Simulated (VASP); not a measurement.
Sc, 2 atoms in the cell. The structure is hexagonal, space group P6_3/mmc (No. 194). The conventional cell has a = 3.131 Å, b = 3.131 Å, c = 4.852 Å, α = 90.00°, β = 90.00°, γ = 120.00°. Sc (site symmetry -6m2) has 12 Sc at 3.03 to 3.13 Å within 4.0 Å. 

```yaml
Program: VASP 6.6.1
Task: single point
Functional: PBEsol
Potentials_or_basis: VASP PAW PBE potentials, release 64 (Sc_sv)
Cutoff: 520 eV
k_mesh: 16 × 16 × 10
Occupations: fermi-dirac, width 0.1 eV
Spin: no spin polarisation
Dipole_correction: no
Further_INCAR_settings: ALGO = Normal; EDIFF = 1e-07; NBANDS = 18
```

Potentials or basis: VASP PAW PBE potentials, release 64 (Sc_sv).

Command:

```console
$ cat potpaw_PBE.64/Sc_sv/POTCAR > POTCAR
$ mpirun -np 1 vasp_std > vasp.out
```

Hardware: 1 thread of AMD EPYC 9R45 96-Core Processor (Zen 5), on a shared host.

Question: Estimate the wall time of this run.

Answer: It took 72 s on 1 thread of AMD EPYC 9R45 96-Core Processor (Zen 5) (shared host), peak memory 0.2 GiB. Counts: scf iterations 14, k points 180.
